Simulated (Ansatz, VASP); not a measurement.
## CaC2 in VASP and in Ansatz

File INCAR:

```
PREC = Accurate
ENCUT = 600
EDIFF = 1E-6
ISMEAR = 0
SIGMA = 0.02
LREAL = F
LASPH = T
NELM = 100
ALGO = Normal
ISIF = 3
LWAVE = F
LCHARG = F
GGA = CA
IBRION = 2
NSW = 100
EDIFFG = -0.005
```

File KPOINTS:

```
regular mesh
0
Gamma
  10 10 10
```

The input POSCAR:

```
CaC2
1.0
   -1.9342985994      1.9342985994      3.2021112425
    1.9342985994     -1.9342985994      3.2021112425
    1.9342985994      1.9342985994     -3.2021112425
Ca C
1 2
Direct
    0.0000000000      0.0000000000      0.0000000000
    0.5978927200      0.5978927200      0.0000000000
    0.4021072800      0.4021072800      0.0000000000
```

Input for Ansatz:

```yaml
crystal:
  lattice:
    - [-1.9342985994, 1.9342985994, 3.2021112425]
    - [1.9342985994, -1.9342985994, 3.2021112425]
    - [1.9342985994, 1.9342985994, -3.2021112425]
  atoms:
    - { symbol: Ca, position: [0.0, 0.0, 0.0] }
    - { symbol: C, position: [0.59789272, 0.59789272, 0.0] }
    - { symbol: C, position: [0.40210728, 0.40210728, 0.0] }
basis:
  ecutwfc: 420
kpoints:
  mp_grid: { grid: [10, 10, 10] }
hamiltonian:
  xc: lda
scf:
  occupations: { method: gaussian, width: 0.02 }
output:
  forces: true
  stress: true
  eigenvalues: true
relax:
  adjacent_minimum: "off"
  f_tol: 0.005
  max_steps: 80
  cell: { stress_tol: 0.05 }
```

Alike in both runs: task relaxation of cell and atoms; functional LDA; k mesh 10 × 10 × 10; occupations gaussian, width 0.02 eV; no spin polarisation.

```csv
,VASP,Ansatz
version,VASP 6.6.1,Ansatz 0.2.0
potentials or method,"VASP PAW LDA potentials, release 64 (Ca_sv, C), cutoff 600 eV","scalar-relativistic, plane waves, PAW"
valence electrons in the cell,18,18
```

```csv
,VASP,Ansatz,Ansatz less VASP
"gap on the k mesh at the Fermi level, each at its own relaxed structure (eV)",0.86,0.87,+0.007
relaxed volume (Å³/atom),14.82,14.77,-0.043
relaxed cell length with the largest relative difference (Å),4.116,4.113,-0.0037
```

LDA's correlation is that of Perdew and Zunger in VASP and of Perdew and Wang (1992) in Ansatz.
